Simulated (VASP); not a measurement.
The system is GaS3.

```
Ga S
1.0
     5.21144    0.00000    0.00000
    -2.60572    4.51324    0.00000
     0.00000    0.00000    7.57924
Ga S
2 6
Direct
  0.66667 0.33333 0.00000
  0.33333 0.66667 0.00000
  0.69760 0.69760 0.78351
  0.30240 0.30240 0.21649
  0.00000 0.30240 0.78351
  0.30240 0.00000 0.78351
  0.69760 0.00000 0.21649
  0.00000 0.69760 0.21649
```

The cell was built from a structure type or drawn by symmetry, and may not be a known phase.

| Quantity | Value |
| --- | --- |
| Program | VASP 6.6.1 |
| Task | relaxation of cell and atoms |
| Functional | PBE |
| Potentials or basis | VASP PAW PBE potentials, release 64 (Ga_d, S) |
| Cutoff | 600 eV |
| k mesh | 6 × 6 × 2 |
| Occupations | gaussian, width 0.1 eV |
| Spin | no spin polarisation |

At the start: pressure -0.2 GPa; volume 22.28 Å³/atom.

Problem. How do energy, volume and symmetry change on relaxing?

Solution. Over 6 steps the energy falls by 12.6 meV/atom and the volume is 22.18 Å³/atom (-0.4 %); space group P-31m (No. 162, to 0.1 Å) before and after.

Step by step:
```tsv
step	energy change (eV)	largest force (eV/Å)	pressure (GPa)	volume (Å³)
1	0.0000	0.3614	-0.19	178.27
2	-0.0364	0.3065	-0.01	177.58
3	-0.0927	0.1041	0.79	175.52
4	-0.0932	0.0928	0.89	175.28
5	-0.0918	0.1132	-0.85	179.91
6	-0.1009	0.0100	0.03	177.47
```

Final structure:
```
Ga S
1.0
     5.23174    0.00000    0.00000
    -2.61587    4.53082    0.00000
     0.00000    0.00000    7.48683
Ga S
2 6
Direct
  0.66667 0.33333 0.00000
  0.33333 0.66667 0.00000
  0.71361 0.71361 0.78506
  0.28639 0.28639 0.21494
  0.00000 0.28639 0.78506
  0.28639 0.00000 0.78506
  0.71361 0.00000 0.21494
  0.00000 0.71361 0.21494
```

Caveat: the k points lie up to 0.42 Å⁻¹ apart in the final cell, too coarse for converged energies and pressures of a metal; this functional lacks dispersion, which binds the layers, so the pressure and a relaxed spacing across them are unreliable.
